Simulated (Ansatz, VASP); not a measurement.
# SnTe in VASP and in Ansatz

Contents of INCAR:

```
SYSTEM = SnTe
ALGO     = Normal         ! electronic algorithm
EDIFF    = 1E-6           ! SCF threshold, eV
ENCUT    = 520            ! plane-wave cutoff, eV
ISIF     = 2              ! what is computed and relaxed
ISMEAR   = 0              ! smearing method
LASPH    = .True.         ! aspherical terms in the spheres
LCHARG   = .False.        ! write CHGCAR
LREAL    = .False.        ! projectors in reciprocal space
LWAVE    = .False.        ! write WAVECAR
NBANDS   = 17             ! bands
NELM     = 100            ! most SCF steps
PREC     = Accurate       ! precision mode
SIGMA    = 0.15           ! smearing width, eV
```

KPOINTS

```
k-points
0
Gamma
  12 12 12
  0 0 0
```

File POSCAR:

```
SnTe
1.0
    0.0000000000      3.6111460000      3.6111460000
    3.6111460000      0.0000000000      3.6111460000
    3.6111460000      3.6111460000      0.0000000000
Sn Te
1 1
Direct
    0.0000000000      0.0000000000      0.0000000000
    0.7500000000      0.7500000000      0.7500000000
```

Input for Ansatz:

```yaml
crystal:
  lattice:
    - [0.0, 3.611146, 3.611146]
    - [3.611146, 0.0, 3.611146]
    - [3.611146, 3.611146, 0.0]
  atoms:
    - { symbol: Sn, position: [0.0, 0.0, 0.0] }
    - { symbol: Te, position: [0.75, 0.75, 0.75] }
basis:
  ecutwfc: 420
kpoints:
  mp_grid: { grid: [12, 12, 12] }
hamiltonian:
  xc: lda
scf:
  occupations: { method: gaussian, width: 0.15 }
output:
  forces: true
  stress: true
  eigenvalues: true
```

Alike in both runs: task single point; functional LDA; k mesh 12 × 12 × 12; occupations gaussian, width 0.15 eV; no spin polarisation.

|  | VASP | Ansatz |
| --- | --- | --- |
| version | VASP 6.6.1 | Ansatz 0.2.0 |
| potentials or method | VASP PAW LDA potentials, release 64 (Sn_d, Te), cutoff 520 eV | scalar-relativistic, plane waves, PAW |
| valence electrons in the cell | 20 | 30 |

|  | VASP | Ansatz | Ansatz less VASP |
| --- | --- | --- | --- |
| gap on the k mesh at the Fermi level (eV) | none | none | - |
| pressure (GPa) | -2.2 | -2.2 | -0.03 |

LDA's correlation is that of Perdew and Zunger in VASP and of Perdew and Wang (1992) in Ansatz. A gap of «none» marks a metal or a gap that the smearing closes. VASP's potentials hold 20 valence electrons a cell and Ansatz's 30, so a difference there can come from the potentials and not from the codes.

Spin-orbit coupling is off throughout.
